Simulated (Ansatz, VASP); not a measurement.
**Two plane-wave programs on F**

```
F
1.0
     2.90823   -1.72600   -0.22431
     2.90823    1.72600   -0.22431
    -2.17044    0.00000    6.90539
F
4
Cartesian
  0.2895 0.0000 0.6111
  3.3565 0.0000 5.8457
  1.6287 0.0000 3.8749
  2.0173 0.0000 2.5819
```

Change from the starting cell: volume 16.911 Å^3 an atom, stretch along a over the lengths across it, relative to the relaxed cell 0.9684.

Alike in both runs: task single point; functional PBEsol; k mesh 4 × 4 × 2; occupations gaussian, width 0.05 eV; no spin polarisation.

|  | VASP | Ansatz |
| --- | --- | --- |
| version | VASP 6.6.1 | Ansatz 0.2.0 |
| potentials or method | VASP PAW PBE potentials, release 64 (F), cutoff 520 eV | scalar-relativistic, plane waves, PAW |
| valence electrons in the cell | 28 | 28 |

Ansatz gave:

```
gap on the k mesh at the Fermi level (eV)                     : 3.64
least direct gap on the mesh (eV)                             : 3.75
pressure (GPa)                                                : 4.9
traceless stress, the component that is largest in VASP (GPa) : 7.55
rms of the force components (eV/Å)                            : 1.240
```

What did VASP give for the same quantities?

gap on the k mesh at the Fermi level (eV): 3.54; least direct gap on the mesh (eV): 3.65; pressure (GPa): 5.5; traceless stress, the component that is largest in VASP (GPa): 9.51; rms of the force components (eV/Å): 1.565.

VASP's potentials were made for PBE, not for PBEsol. Atom by atom the forces differ by 0.324 eV/Å (rms over components).

The k mesh is coarse, so the values compare programs but aren't converged.
